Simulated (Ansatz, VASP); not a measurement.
**One calculation of Mo, two programs**

The input INCAR:

```
  ALGO = Fast
  EDIFF = 1E-6
  ENCUT = 520
  GGA = CA
  ISIF = 2
  ISMEAR = 0
  LASPH = True
  LCHARG = True
  LELF = True
  LREAL = False
  LVHAR = True
  LWAVE = False
  NBANDS = 13
  NELM = 80
  PREC = Accurate
  SIGMA = 0.15
```

Contents of KPOINTS:

```
k-points
0
Gamma
  20 20 20
```

File POSCAR:

```
Mo
1.0
   -1.2367687023      1.7034738730      1.7268091316
    1.2367687023     -1.7034738730      1.7268091316
    1.2367687023      1.7034738730     -1.7268091316
Mo
1
Direct
    0.0000000000      0.0000000000      0.0000000000
```

Input for Ansatz:

```yaml
crystal:
  lattice:
    - [-1.2367687023, 1.703473873, 1.7268091316]
    - [1.2367687023, -1.703473873, 1.7268091316]
    - [1.2367687023, 1.703473873, -1.7268091316]
  atoms:
    - { symbol: Mo, position: [0.0, 0.0, 0.0] }
basis:
  ecutwfc: 420
kpoints:
  mp_grid: { grid: [20, 20, 20] }
hamiltonian:
  xc: lda
  pseudopotentials: { kind: paw, azcp: { folder: soft_1 } }
scf:
  occupations: { method: gaussian, width: 0.15 }
output:
  forces: true
  stress: true
  eigenvalues: true
```

Change from the starting cell: strain +e along x and -e along y -0.1500, strain +e along z and -e/2 along x and y +0.1100.

Alike in both runs: task single point; functional LDA; k mesh 20 × 20 × 20; occupations gaussian, width 0.15 eV; no spin polarisation.

|  | VASP | Ansatz |
| --- | --- | --- |
| version | VASP 6.6.1 | Ansatz 0.2.0 |
| potentials or method | VASP PAW LDA potentials, release 64 (Mo_sv), cutoff 520 eV | scalar-relativistic, plane waves, PAW |
| valence electrons in the cell | 14 | 14 |

|  | VASP | Ansatz | Ansatz less VASP |
| --- | --- | --- | --- |
| gap on the k mesh at the Fermi level (eV) | none | none | - |
| pressure (GPa) | 25.0 | 23.6 | -1.42 |
| traceless stress, the component that is largest in VASP (GPa) | 26.93 | 26.49 | -0.431 |

Ansatz warns that its potentials were made for another functional, while VASP's fit it. LDA's correlation is that of Perdew and Zunger in VASP and of Perdew and Wang (1992) in Ansatz. A gap of «none» marks a metal or a gap that the smearing closes.
